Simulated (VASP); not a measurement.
A run of VASP 6.6.1 is set up as follows.

Contents of INCAR:

```
SYSTEM = BP
PREC = Accurate ; ENCUT = 520
EDIFF = 1E-6 ; ISMEAR = 0
SIGMA = 0.05 ; LREAL = .False.
LASPH = .True. ; NELM = 60
ALGO = Normal ; ISIF = 2
LWAVE = .False. ; LCHARG = .True.
GGA = PE ; LELF = .True.
LVHAR = .True. ; NBANDS = 11
```

File KPOINTS:

```
Automatic mesh
0
Gamma
  10 10 10
  0 0 0
```

File POSCAR:

```
BP
1.0
    0.0000000000      2.3597600000      2.1782400000
    2.3597600000      0.0000000000      2.1782400000
    2.3597600000      2.3597600000      0.0000000000
B P
1 1
Direct
    0.0000000000      0.0000000000      0.0000000000
    0.7500000000      0.7500000000      0.7500000000
```

Potentials or basis: VASP PAW PBE potentials, release 64 (B, P).

Command:

```console
$ cat potpaw_PBE.64/B/POTCAR potpaw_PBE.64/P/POTCAR > POTCAR
$ mpirun -np 1 vasp_std > vasp.out
```

Task: What does it give for the pressure?

Result: -5.0 GPa.

Task: What does it give for the band gap on the k mesh?

Result: 0.14 eV, indirect (least direct gap 2.60 eV).

Stress tensor (GPa, compression positive):
```
-11.16   0.00   0.00
  0.00 -11.16   0.00
  0.00   0.00   7.38
```

Caveat: the cell differs from its parent crystal (strain +0.040 along x and y, -0.040 along z). A k mesh can miss the band edges.
